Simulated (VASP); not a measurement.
Wanted: the native input for a VASP 6.6.1 run.

```yaml
Task: relaxation of shape and atoms at fixed volume
Functional: PBEsol
Potentials_or_basis: VASP PAW PBE potentials, release 64 (Ti_sv, H)
Cutoff: 600 eV
k_mesh: 18 × 18 × 18
Occupations: gaussian, width 0.1 eV
Spin: no spin polarisation
Dipole_correction: no
Further_INCAR_settings: ALGO = Normal; EDIFF = 1e-06; IBRION = 2; EDIFFG = -0.01; NSW = 50; ISIF = 4
```

The structure of TiH2 lies in POSCAR:

```
TiH2
1.0
   -1.6148612891      1.6148612891      2.1216793503
    1.6148612891     -1.6148612891      2.1216793503
    1.6148612891      1.6148612891     -2.1216793503
Ti H
1 2
Direct
    0.0000000000      0.0000000000      0.0000000000
    0.7500000000      0.2500000000      0.5000000000
    0.2500000000      0.7500000000      0.5000000000
```

One way to write it, as run:

INCAR

```
SYSTEM = TiH2
PREC = Accurate ; ENCUT = 600
EDIFF = 1E-6 ; ISMEAR = 0
SIGMA = 0.1 ; LREAL = .False.
LASPH = .True. ; NELM = 60
ALGO = Normal ; ISIF = 4
LWAVE = .False. ; LCHARG = .False.
GGA = PS ; IBRION = 2
NSW = 50 ; EDIFFG = -0.01
```

KPOINTS

```
regular mesh
0
Gamma
  18 18 18
  0 0 0
```

Potentials or basis: VASP PAW PBE potentials, release 64 (Ti_sv, H).

Command:

```bash
$ cat potpaw_PBE.64/Ti_sv/POTCAR potpaw_PBE.64/H/POTCAR > POTCAR
$ mpirun -np 1 vasp_std > vasp.out
```

It gave:

The energy gained by relaxing is 0.0 meV/atom, the ionic steps are 3 and the pressure after relaxing is -7.7 GPa. The band gap on the k mesh is zero (bands 7 and 8 overlap by 0.66 eV).

Caveat: the PAW data sets were made with another functional, which shifts forces and pressure a little.

Run time: 7.7 min on 1 thread of Intel Xeon 8259CL (shared host), peak memory 0.3 GiB.
